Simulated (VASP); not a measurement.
# CsV2 (Pn-3m) in VASP: single point with PBE

Aim: the single point of CsV2 with PBE.

Everything below comes from runs of VASP 6.6.1. Logs are shortened: lines on timing, memory, paths and dates and some standing lists are left out, and cuts for length are marked.

## (1) The cell of the first run

The structure is cubic, space group Pn-3m (No. 224). The conventional cell has a = 5.731 Å, b = 5.731 Å, c = 5.731 Å, α = 90.00°, β = 90.00°, γ = 90.00°. Cs (site symmetry -43m) has 4 V at 2.48 Å within 3.3 Å. Within 3.3 Å of V (site symmetry -3m) lie 2 Cs at 2.48 Å.

## (2) Single point, PBE, collinear spin, ferromagnetic start

Contents of INCAR:

```
PREC = Accurate
ENCUT = 520
EDIFF = 1E-6
ISMEAR = 0
SIGMA = 0.1
LREAL = F
LASPH = T
NELM = 150
ALGO = Normal
ISIF = 2
LWAVE = F
LCHARG = F
ISPIN = 2
MAGMOM = 0 0 1.77 1.77 1.77 1.77
LORBIT = 11
LMAXMIX = 4
GGA = PE
NBANDS = 48
```

Contents of KPOINTS:

```
regular mesh
0
Gamma
  4 4 4
```

Contents of POSCAR:

```
CsV2
1.0
    5.7305635982      0.0000000000      0.0000000000
    0.0000000000      5.7305635982      0.0000000000
    0.0000000000      0.0000000000      5.7305635982
Cs V
2 4
Direct
    0.0000000000      0.0000000000      0.0000000000
    0.5000000000      0.5000000000      0.5000000000
    0.2500000000      0.2500000000      0.2500000000
    0.2500000000      0.7500000000      0.7500000000
    0.7500000000      0.7500000000      0.2500000000
    0.7500000000      0.2500000000      0.7500000000
```

Potentials or basis: VASP PAW PBE potentials, release 64 (Cs_sv, V_sv).

Launch:

```console
> cat potpaw_PBE.64/Cs_sv/POTCAR potpaw_PBE.64/V_sv/POTCAR > POTCAR
> mpirun -np 1 vasp_std > vasp.out
```

OUTCAR:

```text
PREC = Accurate
   ENCUT = 520
   EDIFF = 1E-6
   ISMEAR = 0
   LREAL = F
   LASPH = T
   NELM = 150
   ISIF = 2
   ISPIN = 2
   LORBIT = 11
   GGA = PE

 ion  position               nearest neighbor table
   1  0.000  0.000  0.000-   3 2.48   4 2.48   5 2.48   6 2.48
   2  0.500  0.500  0.500-   3 2.48   4 2.48   5 2.48   6 2.48
   3  0.250  0.250  0.250-   1 2.48   2 2.48
   4  0.250  0.750  0.750-   1 2.48   2 2.48
   5  0.750  0.750  0.250-   1 2.48   2 2.48
   6  0.750  0.250  0.750-   1 2.48   2 2.48

  LATTYP: Found a simple cubic cell.
 ALAT       =     5.7305635982

  Lattice vectors:

 A1 = (   5.7305635982,   0.0000000000,   0.0000000000)
 A2 = (   0.0000000000,   5.7305635982,   0.0000000000)
 A3 = (   0.0000000000,   0.0000000000,   5.7305635982)

Analysis of symmetry for initial positions (statically):
=====================================================================
 Subroutine PRICEL returns:
 Original cell was already a primitive cell.

 Routine SETGRP: Setting up the symmetry group for a
 simple cubic supercell.

 Subroutine GETGRP returns: Found 48 space group operations
 (whereof 24 operations were pure point group operations)
 out of a pool of 48 trial point group operations.

The static configuration has the point symmetry T_d .
 The point group associated with its full space group is O_h .

Analysis of symmetry for dynamics (positions and initial velocities):
=====================================================================
 Subroutine PRICEL returns:
 Original cell was already a primitive cell.

 Routine SETGRP: Setting up the symmetry group for a
 simple cubic supercell.

 Subroutine GETGRP returns: Found 48 space group operations
 (whereof 24 operations were pure point group operations)
 out of a pool of 48 trial point group operations.

The dynamic configuration has the point symmetry T_d .
 The point group associated with its full space group is O_h .

Analysis of structural, dynamic, and magnetic symmetry:
=====================================================================
 Subroutine PRICEL returns:
 Original cell was already a primitive cell.

 Routine SETGRP: Setting up the symmetry group for a
 simple cubic supercell.

 Subroutine GETGRP returns: Found 48 space group operations
 (whereof 24 operations were pure point group operations)
 out of a pool of 48 trial point group operations.

The overall configuration has the point symmetry T_d .
 The point group associated with its full space group is O_h .

 Subroutine INISYM returns: Found 48 space group operations
 (whereof 24 operations are pure point group operations),
 and found     1 'primitive' translations

----------------------------------------------------------------------------------------

                                     Primitive cell

  volume of cell :     188.1880

  direct lattice vectors                    reciprocal lattice vectors
     5.730563598  0.000000000  0.000000000     0.174502906  0.000000000  0.000000000
     0.000000000  5.730563598  0.000000000     0.000000000  0.174502906  0.000000000
     0.000000000  0.000000000  5.730563598     0.000000000  0.000000000  0.174502906

  length of vectors
     5.730563598  5.730563598  5.730563598     0.174502906  0.174502906  0.174502906

  position of ions in fractional coordinates (direct lattice)
     0.000000000  0.000000000  0.000000000
     0.500000000  0.500000000  0.500000000
     0.250000000  0.250000000  0.250000000
     0.250000000  0.750000000  0.750000000
     0.750000000  0.750000000  0.250000000
     0.750000000  0.250000000  0.750000000

  ion indices of the primitive-cell ions
   primitive index   ion index
                 1           1
                 2           2
                 3           3
                 4           4
                 5           5
                 6           6

[... 30 lines left out ...]
  0.500000  0.000000  0.000000      3.000000
  0.250000  0.250000  0.000000     12.000000
  0.500000  0.250000  0.000000     12.000000
  0.500000  0.500000  0.000000      3.000000
  0.250000  0.250000  0.250000      8.000000
  0.500000  0.250000  0.250000     12.000000
  0.500000  0.500000  0.250000      6.000000
  0.500000  0.500000  0.500000      1.000000
   k-points           NKPTS =     10   k-points in BZ     NKDIM =     10   number of bands    NBANDS=     48
   number of dos      NEDOS =    301   number of ions     NIONS =      6
   total plane-waves  NPLWV = 110592
   dimension x,y,z NGX =    48 NGY =   48 NGZ =   48
   dimension x,y,z NGXF=    96 NGYF=   96 NGZF=   96
   ions per type =               2   4
   NGX,Y,Z   is equivalent  to a cutoff of  13.92, 13.92, 13.92 a.u.
   NGXF,Y,Z  is equivalent  to a cutoff of  27.85, 27.85, 27.85 a.u.
 SYSTEM =  unknown system
   PREC   = accura    normal or accurate (medium, high low for compatibility)
   ISTART =      0    job   : 0-new  1-cont  2-samecut
   ICHARG =      2    charge: 1-file 2-atom 10-const
   ISPIN  =      2    spin polarized calculation?
   LNONCOLLINEAR =      F non collinear calculations
   LSORBIT =      F    spin-orbit coupling
   LASPH  =      T    aspherical Exc in radial PAW
   ENCUT  =  520.0 eV  38.22 Ry    6.18 a.u.  10.66 10.66 10.66*2*pi/ulx,y,z
   NELM   =    150;   NELMIN=  2; NELMDL= -5     # of ELM steps
   EDIFF  = 0.1E-05   stopping-criterion for ELM
   LREAL  =      F    real-space projection
   EDIFFG = 0.1E-04   stopping-criterion for IOM
   NSW    =      0    number of steps for IOM
   IBRION =     -1    ionic relax: 0-MD 1-quasi-New 2-CG
   NFREE  =      0    steps in history (QN), initial steepest desc. (CG)
   ISIF   =      2    stress and relaxation
   ISYM   =      2    0-nonsym 1-usesym 2-fastsym
   POTIM  = 0.5000    time-step for ionic-motion
   TEBEG  =    0.0;   TEEND  =   0.0 temperature during run
   PSTRESS=    0.0 pullay stress
   NELECT =      70.0000    total number of electrons
   NUPDOWN=      -1.0000    fix difference up-down
   EMIN   =  10.00;   EMAX   =-10.00  energy-range for DOS
   EFERMI =   0.00;   METHOD = LEGACY
   ISMEAR =     0;   SIGMA  =   0.10  broadening in eV -4-tet -1-fermi 0-gaus
   EFERMI_NEDOS =   21; number of points for ismear=-14 and -15
   IALGO  =     38    algorithm
   IMIX   =      4    mixing-type and parameters
     AMIX     =   0.40;   BMIX     =  1.00
     AMIX_MAG =   1.60;   BMIX_MAG =  1.00
  volume/ion in A,a.u.               =      31.36       211.66
  Fermi-wavevector in a.u.,A,eV,Ry     =   1.177362  2.224892 18.860155  1.386182
  Thomas-Fermi vector in A             =   2.313710
   LORBIT       =     11    0 simple, 1 ext, 2 COOP (PROOUT), +10 PAW based schemes
   GGA     = PE    functional components
   LHFCALC =     F    Hartree Fock is set to
   AEXX    =    0.0000 exact exchange contribution
   IVDW    =     0    specifies the selected vdW correction
   LEPSILON=     F    determine dielectric tensor
   LRPA    =     F    only Hartree local field effects (RPA)
 spin polarized calculation
 Gauss-broadening in eV      SIGMA  =   0.10
  energy-cutoff  :      520.00
  volume of cell :      188.19
 maximum number of plane-waves:      5112
 NGX is ok and might be reduce to    48
   NGX = 21   NGY = 21   NGZ = 21

 number of electron      69.9999958 magnetization       9.4972830

 number of electron      69.9999961 magnetization      10.8070057

 Free energy of the ion-electron system (eV)
  ---------------------------------------------------
  ext. energy  EPLUGINS =         0.00000000
  ---------------------------------------------------
  free energy    TOTEN  =       -17.13302976 eV

  energy without entropy =      -17.07623978  energy(sigma->0) =      -17.10463477

 E-fermi :   3.4040     XC(G=0):  -9.0079

 val. band max:        3.3706588804   @ k =   0.5000   0.5000   0.2500
 cond. band min:       3.4084736026   @ k =   0.2500   0.2500   0.2500
 fundamental gap:      0.0378147223
 Fermi energy:         3.4040344994

 spin component 1

 k-point     1 :       0.0000    0.0000    0.0000
  band No.  band energies     occupation
      1     -61.3495      1.00000
      2     -61.3488      1.00000
      3     -61.3488      1.00000
      4     -61.3488      1.00000
      5     -35.4435      1.00000
      6     -35.4041      1.00000
[... 489 lines left out ...]
     46       3.9494      0.00000
     47       3.9494      0.00000
 Fermi energy:         3.4040344994

 spin component 2

 k-point     1 :       0.0000    0.0000    0.0000
  band No.  band energies     occupation
      1     -59.1672      1.00000
      2     -59.1663      1.00000
      3     -59.1663      1.00000
      4     -59.1663      1.00000
      5     -33.5887      1.00000
      6     -33.5370      1.00000
[... 489 lines left out ...]
     46       5.7630      0.00000
     47       5.7630      0.00000
 [bands above 47 left out]

------------------------ aborting loop because EDIFF is reached ----------------------------------------

  FORCE on cell =-STRESS in cart. coord.  units (eV):
  Direction    XX          YY          ZZ          XY          YZ          ZX
  --------------------------------------------------------------------------------------
  -------------------------------------------------------------------------------------
  Total        1.4155189      1.4155189      1.4155189      0.0000000     -0.0000000      0.0000000
  in kB       12.0513092     12.0513092     12.0513092      0.0000000     -0.0000000      0.0000000
  external PRESSURE =      12.0513092 kB  Pullay stress =       0.0000000 kB

 VOLUME and BASIS-vectors are now :
 -----------------------------------------------------------------------------
  energy-cutoff  :      520.00
  volume of cell :      188.19
      direct lattice vectors                 reciprocal lattice vectors
     5.730563598  0.000000000  0.000000000     0.174502906  0.000000000  0.000000000
     0.000000000  5.730563598  0.000000000     0.000000000  0.174502906  0.000000000
     0.000000000  0.000000000  5.730563598     0.000000000  0.000000000  0.174502906

 POSITION                                       TOTAL-FORCE (eV/Angst)
 -----------------------------------------------------------------------------------
      0.00000      0.00000      0.00000         0.000000     -0.000000      0.000000
      2.86528      2.86528      2.86528         0.000000     -0.000000      0.000000
      1.43264      1.43264      1.43264         0.000000      0.000000     -0.000000
      1.43264      4.29792      4.29792        -0.000000      0.000000     -0.000000
      4.29792      4.29792      1.43264        -0.000000      0.000000      0.000000
      4.29792      1.43264      4.29792        -0.000000     -0.000000     -0.000000
 -----------------------------------------------------------------------------------
    total drift:                               -0.000000     -0.000000      0.000000

  FREE ENERGIE OF THE ION-ELECTRON SYSTEM (eV)
  ---------------------------------------------------
  free  energy   TOTEN  =       -17.1330297562 eV

  energy  without entropy=      -17.0762397781  energy(sigma->0) =      -17.10463477

 total charge

# of ion       s       p       d       tot
------------------------------------------
    1        1.809   4.515   0.513   6.838
    2        1.809   4.515   0.513   6.838
    3        2.150   6.062   3.288  11.500
    4        2.150   6.062   3.288  11.500
    5        2.150   6.062   3.288  11.500
    6        2.150   6.062   3.288  11.500
--------------------------------------------------
tot         12.217  33.278  14.181  59.676

 magnetization (x)

# of ion       s       p       d       tot
------------------------------------------
    1       -0.004  -0.020   0.075   0.052
    2       -0.004  -0.020   0.075   0.052
    3        0.033   0.012   2.231   2.277
    4        0.033   0.012   2.231   2.277
    5        0.033   0.012   2.231   2.277
    6        0.033   0.012   2.231   2.277
--------------------------------------------------
tot          0.126   0.010   9.076   9.211
```

It took 5.8 min on 1 thread of Intel Xeon 8259CL, shared host; peak memory 0.46 GiB.

Results:

- Free energy: -17.1330 eV
- Pressure: 1.2 GPa
- Net moment: 10.81 μB per cell
- Site moments: Cs +0.05; V +2.28 μB
- Valence electrons inside the program's atomic spheres: Cs 6.84; V 11.50

Caveat: spin-orbit coupling is left out, which moves the levels of the heavy elements.
